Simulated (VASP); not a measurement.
Runs of VASP 6.6.1 on Be. The structure is that of space group P6_3/mmc (No. 194), or close to it. The cells are those of the table. 

```csv
cell,gap on the mesh (eV),pressure (GPa)
"a = 2.428, b = 2.428, c = 3.231 Å, angles 90.0, 90.0, 120.0°, 2 atoms",none,(b)
"a = 2.164, b = 2.164, c = 4.066 Å, angles 90.0, 90.0, 120.0°, 2 atoms",none,-0.3
"a = 2.262, b = 2.262, c = 3.720 Å, angles 90.0, 90.0, 120.0°, 2 atoms",none,(a)
"a = 2.107, b = 2.107, c = 4.289 Å, angles 90.0, 90.0, 120.0°, 2 atoms",none,5.2
"a = 2.331, b = 2.331, c = 3.504 Å, angles 90.0, 90.0, 120.0°, 2 atoms",none,-4.7
"a = 2.477, b = 2.477, c = 3.103 Å, angles 90.0, 90.0, 120.0°, 2 atoms",none,1.4
"a = 2.364, b = 2.364, c = 3.406 Å, angles 90.0, 90.0, 120.0°, 2 atoms",none,-3.7
"a = 2.228, b = 2.228, c = 3.837 Å, angles 90.0, 90.0, 120.0°, 2 atoms",none,-4.5
```

Alike in all rows: task single point; level PBEsol; potentials or basis VASP PAW PBE potentials, release 64 (Be); no spin polarisation; k mesh 24 × 24 × 14; cutoff (eV) 520; smearing gaussian 0.15 eV.

Question: Fill in the values left out.

Answer: (a) -5.7; (b) -1.0.

Caveats: the PAW data sets were made with another functional, which shifts forces and pressure a little.

A gap of «none» marks levels without a gap at the run's occupations.
